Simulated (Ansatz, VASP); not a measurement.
One calculation of Lu, two programs

Contents of INCAR:

```
ALGO = Normal
EDIFF = 1E-6
ENCUT = 520
GGA = CA
ISIF = 2
ISMEAR = -1
LASPH = T
LCHARG = F
LREAL = F
LWAVE = F
NBANDS = 32
NELM = 80
PREC = Accurate
SIGMA = 0.05
```

KPOINTS

```
k-points
0
Gamma
  12 12 12
```

POSCAR

```
Lu
1.0
    0.0000000000      3.3129521923      3.3129521923
    3.3129521923      0.0000000000      3.3129521923
    3.3129521923      3.3129521923      0.0000000000
Lu
2
Direct
   -0.1250000000     -0.1250000000     -0.1250000000
    0.1250000000      0.1250000000      0.1250000000
```

Input for Ansatz:

```yaml
crystal:
  lattice:
    - [0.0, 3.3129521923, 3.3129521923]
    - [3.3129521923, 0.0, 3.3129521923]
    - [3.3129521923, 3.3129521923, 0.0]
  atoms:
    - { symbol: Lu, position: [-0.125, -0.125, -0.125] }
    - { symbol: Lu, position: [0.125, 0.125, 0.125] }
kpoints:
  mp_grid: { grid: [12, 12, 12] }
scf:
  occupations: { method: fermi_dirac, width: 0.05 }
hamiltonian:
  xc: lda
  pseudopotentials: { kind: all_electron, lapw: { basis_error: 0.001 } }
output:
  forces: true
  stress: true
  eigenvalues: true
  populations: true
```

Change from the starting cell: volume scaled by 0.9, LAPW.

Alike in both runs: task single point; functional LDA; k mesh 12 × 12 × 12; occupations fermi-dirac, width 0.05 eV; no spin polarisation.

```csv
,VASP,Ansatz
version,VASP 6.6.1,Ansatz 0.2.0
potentials or method,"VASP PAW PBE potentials, release 64 (Lu), cutoff 520 eV","all-electron LAPW, scalar-relativistic"
```

|  | VASP | Ansatz | Ansatz less VASP |
| --- | --- | --- | --- |
| pressure (GPa) | 0.8 | 0.8 | +0.07 |

VASP's potentials were made for PBE, not for LDA. LDA's correlation is that of Perdew and Zunger in VASP and of Perdew and Wang (1992) in Ansatz. Ansatz ran all-electron here, and VASP with PAW potentials.

Spin-orbit coupling is off throughout.
